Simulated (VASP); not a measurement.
Set up this calculation in VASP 6.6.1, as the native input.

```yaml
Task: relaxation of cell and atoms
Functional: r2SCAN
Potentials_or_basis: VASP PAW PBE potentials, release 64 (Ni, Ge_d)
Cutoff: 600 eV
k_mesh: 6 × 6 × 6
Occupations: gaussian, width 0.1 eV
Spin: no spin polarisation
Dipole_correction: no
Further_INCAR_settings: ALGO = Normal; EDIFF = 1e-06; IBRION = 2; EDIFFG = -0.01; NSW = 100; ISIF = 3
```

Crystal: Ni2Ge.

```xyz
6
Lattice="0.0000 5.0451 5.0451 5.0451 0.0000 5.0451 5.0451 5.0451 0.0000" Properties=species:S:1:pos:R:3 pbc="T T T"
Ni    1.2613    1.2613    1.2613
Ni    1.2613    3.7838    3.7838
Ni    3.7838    3.7838    1.2613
Ni    3.7838    1.2613    3.7838
Ge    0.0000    0.0000    0.0000
Ge    2.5226    2.5226    2.5226
```

The input as run:

POSCAR

```
Ni2Ge
1.0
    0.0000000000      5.0451217414      5.0451217414
    5.0451217414      0.0000000000      5.0451217414
    5.0451217414      5.0451217414      0.0000000000
Ni Ge
4 2
Direct
    0.1250000000      0.1250000000      0.1250000000
    0.6250000000      0.1250000000      0.1250000000
    0.1250000000      0.1250000000      0.6250000000
    0.1250000000      0.6250000000      0.1250000000
    0.0000000000      0.0000000000      0.0000000000
    0.2500000000      0.2500000000      0.2500000000
```

INCAR.step1

```
SYSTEM = Ni2Ge
ALGO = Normal
EDIFF = 1E-4
ENCUT = 600
GGA = PE
ISMEAR = 0
KPAR = 4
LASPH = .TRUE.
LCHARG = .FALSE.
LREAL = .FALSE.
LWAVE = .TRUE.
NELM = 80
PREC = Accurate
SIGMA = 0.1
```

INCAR.step2

```
SYSTEM = Ni2Ge
ALGO = Normal
EDIFF = 1E-6
EDIFFG = -0.01
ENCUT = 600
IBRION = 2
ISIF = 3
ISMEAR = 0
ISTART = 1
KPAR = 4
LASPH = .TRUE.
LCHARG = .FALSE.
LMIXTAU = .TRUE.
LREAL = .FALSE.
LWAVE = .FALSE.
METAGGA = R2SCAN
NELM = 80
NSW = 100
PREC = Accurate
SIGMA = 0.1
```

KPOINTS

```
k-points
0
G
  6 6 6
  0 0 0
```

Potentials or basis: VASP PAW PBE potentials, release 64 (Ni, Ge_d).

Run with:

```console
$ cat potpaw_PBE.64/Ni/POTCAR potpaw_PBE.64/Ge_d/POTCAR > POTCAR
$ cp INCAR.step1 INCAR
$ mpirun -np 4 vasp_std > vasp.out
$ cp INCAR.step2 INCAR
$ mpirun -np 4 vasp_std > vasp.out
```

It gave:

```
Relaxed volume                        : 43.26 Å³/atom
Relaxed cell                          : a = 7.160 Å, b = 7.160 Å, c = 7.160 Å, α = 60.00°, β = 60.00°, γ = 60.00°
Space group after relaxing (to 0.1 Å) : Fd-3m (No. 227)
Energy gained by relaxing             : 0.3 meV/atom
Ionic steps                           : 2
Pressure after relaxing               : 0.0 GPa
Band gap on the k mesh                : zero (bands 34 and 35 overlap by 0.38 eV)
```

Caveat: the PAW data sets were made with another functional, which shifts forces and pressure a little.

Run time: 11 min on 4 MPI ranks on Oxide Virtual Turin-like Processor (shared host), peak memory 0.68 GiB a rank.
